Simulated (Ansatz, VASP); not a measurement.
**One calculation of ZrZnN, two programs**

The input INCAR:

```
SYSTEM = ZrZnN
PREC     = Accurate       ! precision mode
ENCUT    = 520            ! plane-wave cutoff, eV
EDIFF    = 1E-6           ! SCF threshold, eV
ISMEAR   = 0              ! smearing method
SIGMA    = 0.1            ! smearing width, eV
LREAL    = .FALSE.        ! projectors in reciprocal space
LASPH    = .TRUE.         ! aspherical terms in the spheres
NELM     = 150            ! most SCF steps
ALGO     = Normal         ! electronic algorithm
ISIF     = 2              ! what is computed and relaxed
LWAVE    = .FALSE.        ! write WAVECAR
LCHARG   = .FALSE.        ! write CHGCAR
ISPIN    = 2              ! spin polarisation
MAGMOM   = 1 1 0 0 0 0    ! initial moments
LORBIT   = 11             ! projections on sites
LMAXMIX  = 4              ! l up to which the mixer works
GGA      = PE             ! functional
NBANDS   = 42             ! bands
```

File KPOINTS:

```
regular mesh
0
G
  6 6 2
  0 0 0
```

The input POSCAR:

```
ZrZnN
1.0
    3.2282349607      0.0000000000      0.0000000000
    0.0000000000      3.2282349607      0.0000000000
    0.0000000000      0.0000000000      7.7359456123
Zr Zn N
2 2 2
Direct
    0.0000000000      0.5000000000      0.3483885964
    0.5000000000      0.0000000000      0.6516114036
    0.0000000000      0.5000000000      0.9256475359
    0.5000000000      0.0000000000      0.0743524641
    0.0000000000      0.5000000000      0.6370291081
    0.5000000000      0.0000000000      0.3629708919
```

Input for Ansatz:

```yaml
crystal:
  lattice:
    - [3.2282349607, 0.0, 0.0]
    - [0.0, 3.2282349607, 0.0]
    - [0.0, 0.0, 7.7359456123]
  atoms:
    - { symbol: Zr, position: [0.0, 0.5, 0.3483885964], spin: 1.0 }
    - { symbol: Zr, position: [0.5, 0.0, 0.6516114036], spin: 1.0 }
    - { symbol: Zn, position: [0.0, 0.5, 0.9256475359] }
    - { symbol: Zn, position: [0.5, 0.0, 0.0743524641] }
    - { symbol: "N", position: [0.0, 0.5, 0.6370291081] }
    - { symbol: "N", position: [0.5, 0.0, 0.3629708919] }
basis:
  ecutwfc: 420
kpoints:
  mp_grid: { grid: [6, 6, 2] }
hamiltonian:
  xc: pbe
scf:
  occupations: { method: gaussian, width: 0.1 }
  lower_state_search: "off"
output:
  forces: true
  stress: true
  eigenvalues: true
  populations: true
magnetization:
  spin_polarized: true
```

Change from the starting cell: species swapped into the TaMoN type (P4/nmm, No. 129).

Alike in both runs: task single point; functional PBE; k mesh 6 × 6 × 2; occupations gaussian, width 0.1 eV; collinear spin.

```csv
,VASP,Ansatz
version,VASP 6.6.1,Ansatz 0.2.0
potentials or method,"VASP PAW PBE potentials, release 64 (Zr_sv, Zn, N), cutoff 520 eV","scalar-relativistic, plane waves, PAW"
valence electrons in the cell,58,58
```

```tsv
	VASP	Ansatz	Ansatz less VASP
gap on the k mesh at the Fermi level (eV)	none	none	-
pressure (GPa)	0.0	-0.2	-0.27
rms of the force components (eV/Å)	0.008	0.005	-0.0027
net moment per atom (μB)	0.00	0.00	0.000
```

Atom by atom the forces differ by 0.004 eV/Å (rms over components). A gap of «none» marks a metal or a gap that the smearing closes. With one functional, cell and mesh, what is left measures potentials, basis and numerics. Ansatz's warnings: seeded moment not kept.

The k mesh is coarse, so the values compare programs but aren't converged.
